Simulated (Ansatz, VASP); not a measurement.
**One calculation of Zn2CdTe3, two programs**

```
Zn Cd Te
1.0
     3.79205    2.18934    3.59760
    -3.79205    2.18934    3.59760
     0.00000   -4.37868    3.59760
Zn Cd Te
2 1 3
Direct
  0.88031 0.88031 0.88031
  0.11969 0.11969 0.11969
  0.50000 0.50000 0.50000
  0.50000 0.50000 0.00000
  0.00000 0.50000 0.50000
  0.50000 0.00000 0.50000
```

Alike in both runs: functional PBE; k mesh 3 × 3 × 3; occupations gaussian, width 0.1 eV; no spin polarisation.

Ansatz relaxed the structure, and its values are those at the end. VASP's run is a single point on that final structure, the one shown.

```csv
,VASP,Ansatz
version,VASP 6.6.1,Ansatz 0.2.0
potentials or method,"VASP PAW PBE potentials, release 64 (Zn, Cd, Te), cutoff 520 eV","scalar-relativistic, plane waves, PAW"
valence electrons in the cell,54,92
```

|  | VASP | Ansatz | Ansatz less VASP |
| --- | --- | --- | --- |
| gap on the k mesh at the Fermi level (eV) | none | none | - |
| pressure (GPa) | 0.1 | 0.1 | -0.10 |
| rms of the force components (eV/Å) | 0.004 | 0.002 | -0.0023 |

A gap of «none» marks a metal or a gap that the smearing closes. The functional is the same, so the differences come from potentials, cutoffs and numerics. VASP's potentials hold 54 valence electrons a cell and Ansatz's 92, so a difference there can come from the potentials and not from the codes.

The k mesh is coarse, so the values compare programs but aren't converged. Spin-orbit coupling is off throughout.
